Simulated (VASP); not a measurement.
Write the native input for VASP 6.6.1 that does the following.

```yaml
Task: electric field gradients
Functional: PBE
Potentials_or_basis: VASP PAW PBE potentials, release 64 (Al)
Cutoff: 520 eV
k_mesh: 14 × 14 × 14
Occupations: fermi-dirac, width 0.05 eV
Spin: no spin polarisation
Dipole_correction: no
Further_INCAR_settings: ALGO = Normal; EDIFF = 1e-08; NBANDS = 8
```

The structure of Al lies in POSCAR:

```
Al
1.0
    0.0000000000      2.0172107856      2.0172107856
    2.0172107856      0.0000000000      2.0172107856
    2.0172107856      2.0172107856      0.0000000000
Al
1
Direct
    0.0000000000      0.0000000000      0.0000000000
```

This cell differs from its parent crystal: volume scaled by 0.99.

The input as run:

INCAR

```
  ALGO = Normal
  EDIFF = 1E-8
  ENCUT = 520
  GGA = PE
  ISIF = 2
  ISMEAR = -1
  LASPH = T
  LCHARG = F
  LEFG = T
  LREAL = F
  LWAVE = F
  NBANDS = 8
  NELM = 100
  PREC = Accurate
  SIGMA = 0.05
```

KPOINTS

```
k-points
0
Gamma
  14 14 14
```

Potentials or basis: VASP PAW PBE potentials, release 64 (Al).

Launch:

```console
$ cat potpaw_PBE.64/Al/POTCAR > POTCAR
$ mpirun -np 1 vasp_std > vasp.out
```

Results of the run:

| Property | Result |
| --- | --- |
| Pressure | 0.1 GPa |

Caveat: without QUAD_EFG the Cq values of the log hold for a quadrupole moment of 1 mb, not for the nuclei.

It took 8.7 s on 1 thread of Intel Xeon 6975P-C (shared host), peak memory 0.13 GiB.
